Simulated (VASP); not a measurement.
Here is a VASP 6.6.1 calculation.

INCAR

```
SYSTEM = BeTe5
PREC = Accurate
ENCUT = 520
EDIFF = 1E-6
ISMEAR = 0
SIGMA = 0.1
LREAL = .FALSE.
LASPH = .TRUE.
NELM = 100
ALGO = Normal
ISIF = 2
LWAVE = .FALSE.
LCHARG = .FALSE.
GGA = PE
NBANDS = 25
```

The input KPOINTS:

```
Automatic mesh
0
G
  6 6 10
  0 0 0
```

POSCAR

```
BeTe5
1.0
    7.2181780449      0.0000000000      0.0000000000
   -3.6090890224      6.2511255559      0.0000000000
    0.0000000000      0.0000000000      3.7476746634
Be Te
1 5
Direct
    0.0000000000      0.0000000000      0.0000000000
    0.6666666667      0.3333333333      0.0000000000
    0.2578831726      0.0000000000      0.5000000000
    0.7421168274      0.7421168274      0.5000000000
    0.0000000000      0.2578831726      0.5000000000
    0.3333333333      0.6666666667      0.0000000000
```

Potentials or basis: VASP PAW PBE potentials, release 64 (Be, Te).

Launch:

```console
$ cat potpaw_PBE.64/Be/POTCAR potpaw_PBE.64/Te/POTCAR > POTCAR
$ mpirun -np 1 vasp_std > vasp.out
```

(1) Predict the largest force.

(2) Predict the band gap on the k mesh.

Results:

(1) 0.005 eV/Å.

(2) zero (bands 16 and 17 overlap by 1.91 eV).

Caveat: spin-orbit coupling is left out, which moves the levels of the heavy elements.
